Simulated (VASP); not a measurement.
Crystal: IrPt2.

```
Ir Pt
1.0
     0.00000    2.77970    2.77970
     2.77970    0.00000    2.77970
     2.77970    2.77970    0.00000
Ir Pt
1 2
Direct
  0.00000 0.00000 0.00000
  0.75000 0.75000 0.75000
  0.50000 0.50000 0.50000
```

| Property | Result |
| --- | --- |
| Program | VASP 6.6.1 |
| Task | relaxation of cell and atoms |
| Functional | PBE |
| Potentials or basis | VASP PAW PBE potentials, release 64 (Ir, Pt) |
| Cutoff | 500 eV |
| k mesh | 6 × 6 × 6 |
| Occupations | gaussian, width 0.2 eV |
| Spin | no spin polarisation |

At the start: pressure 89.7 GPa; volume 14.32 Å³/atom.

Task: Where does the relaxation end?

Result: Over 7 steps the energy falls by 833.6 meV/atom and the volume is 18.10 Å³/atom (+26.4 %); space group F-43m (No. 216, to 0.05 Å).

The path:
```tsv
step	energy change (eV)	largest force (eV/Å)	pressure (GPa)	volume (Å³)
1	0.0000	0.0000	89.65	42.96
2	6.0611	0.0000	-18.79	114.50
3	1.5445	0.0000	-27.56	83.50
4	-1.3899	0.0000	-24.10	66.23
5	-2.4970	0.0000	2.18	53.76
6	-2.5000	0.0000	-0.93	54.55
7	-2.5007	0.0000	0.01	54.30
```

Final structure:
```
CELL_PARAMETERS angstrom
0.00000 3.00559 3.00559
3.00559 0.00000 3.00559
3.00559 3.00559 0.00000
ATOMIC_POSITIONS crystal
Ir 0.00000 0.00000 0.00000
Pt 0.75000 0.75000 0.75000
Pt 0.50000 0.50000 0.50000
```

Caveat: the volume moved by over 15 % at a fixed basis, so the end points are rough.
